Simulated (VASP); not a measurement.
**CoSi2: single point with PBE**

Crystal: CoSi2.

```
CELL_PARAMETERS angstrom
0.00000 2.67800 2.67800
2.67800 0.00000 2.67800
2.67800 2.67800 0.00000
ATOMIC_POSITIONS crystal
Co 0.00000 0.00000 0.00000
Si 0.25000 0.25000 0.25000
Si 0.75000 0.75000 0.75000
```

```
Program                : VASP 6.6.1
Task                   : single point
Functional             : PBE
Potentials or basis    : VASP PAW PBE potentials, release 64 (Co, Si)
Cutoff                 : 520 eV
k mesh                 : 10 × 10 × 10
Occupations            : gaussian, width 0.15 eV
Spin                   : collinear spin, ferromagnetic start
Starting moments       : [2.5, 0.0, 0.0] μB
Dipole correction      : no
Further INCAR settings : ALGO = Normal; EDIFF = 1e-07; NBANDS = 20
```

```
Pressure                                              : 0.2 GPa
Net moment                                            : 0.00 μB per cell
Valence electrons inside the program's atomic spheres : Co 8.85; Si 1.59
```

Levels at points of the mesh, in eV from the Fermi level:
Spin up:
| k point | band 6 | band 7 | band 8 | band 9 | band 10 | band 11 | band 12 | band 13 |
| --- | --- | --- | --- | --- | --- | --- | --- | --- |
| (0.00, 0.00, 0.00) | -1.91 | 0.76 | 3.41 | 3.41 | 3.41 | 3.45 | 3.45 | 3.45 |
| (0.50, 0.00, 0.00) | -1.63 | -1.63 | -0.47 | -0.47 | 2.70 | 3.41 | 3.41 | 4.35 |
| (0.50, 0.50, 0.00) | -1.96 | -1.96 | -1.91 | -1.33 | 1.57 | 2.93 | 8.56 | 9.59 |
Spin down:
```tsv
k point	band 6	band 7	band 8	band 9	band 10	band 11	band 12	band 13
(0.00, 0.00, 0.00)	-1.91	0.76	3.41	3.41	3.41	3.45	3.45	3.45
(0.50, 0.00, 0.00)	-1.63	-1.63	-0.47	-0.47	2.70	3.41	3.41	4.35
(0.50, 0.50, 0.00)	-1.96	-1.96	-1.91	-1.33	1.57	2.93	8.56	9.59
```

Wall time 67 s on 1 thread of Intel Xeon 6975P-C (shared host), peak memory 0.21 GiB.

Caveat: the starting moments collapsed, and a magnetic state may lie lower.
